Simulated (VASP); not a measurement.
Wanted: the native input for a VASP 6.6.1 run.

* Task: single point
* Functional: PBEsol
* Potentials or basis: VASP PAW PBE potentials, release 64 (Ti_sv, O)
* Cutoff: 520 eV
* k mesh: 9 × 6 × 1
* Occupations: gaussian, width 0.1 eV
* Spin: no spin polarisation
* Dipole correction: yes
* Further INCAR settings: ALGO = Normal; EDIFF = 1e-07; NBANDS = 48

The structure of Ti6O lies in POSCAR:

```
Ti6O
1.0
    2.8999670177      0.0000000000      0.0000000000
    0.0000000000      4.5905806278      0.0000000000
    0.0000000000      0.0000000000     21.2062529549
Ti O
6 1
Direct
    0.0000000000      0.7500000000      0.1886236106
    0.5000000000      0.2500000000      0.2281000977
    0.5000000000      0.7500000000      0.3070530716
    0.0000000000      0.2500000000      0.3454090437
    0.0000000000      0.7500000000      0.4205530428
    0.5000000000      0.2500000000      0.4577071195
    0.5000000000      0.4500000000      0.5213297665
```

One way to write it, as run:

INCAR

```
ALGO = Normal ; DIPOL = 0.5 0.5 0.353
EDIFF = 1E-7 ; ENCUT = 520
GGA = PS ; IDIPOL = 3
ISIF = 2 ; ISMEAR = 0
LASPH = T ; LCHARG = F
LDIPOL = T ; LREAL = F
LWAVE = F ; NBANDS = 48
NELM = 100 ; PREC = Accurate
SIGMA = 0.1
```

KPOINTS

```
k-points
0
Gamma
  9 6 1
```

Potentials or basis: VASP PAW PBE potentials, release 64 (Ti_sv, O).

Launch:

```sh
$ cat potpaw_PBE.64/Ti_sv/POTCAR potpaw_PBE.64/O/POTCAR > POTCAR
$ mpirun -np 1 vasp_std > vasp.out
```

It gave:

- Largest force: 1.539 eV/Å
- Band gap on the k mesh: zero (bands 39 and 40 overlap by 0.49 eV)

Caveat: the PAW data sets were made with another functional, which shifts forces and pressure a little.

It took 13 min on 1 thread of Intel(R) Xeon(R) Platinum 8559C (Emerald Rapids), with other jobs on the host, peak memory 0.45 GiB.
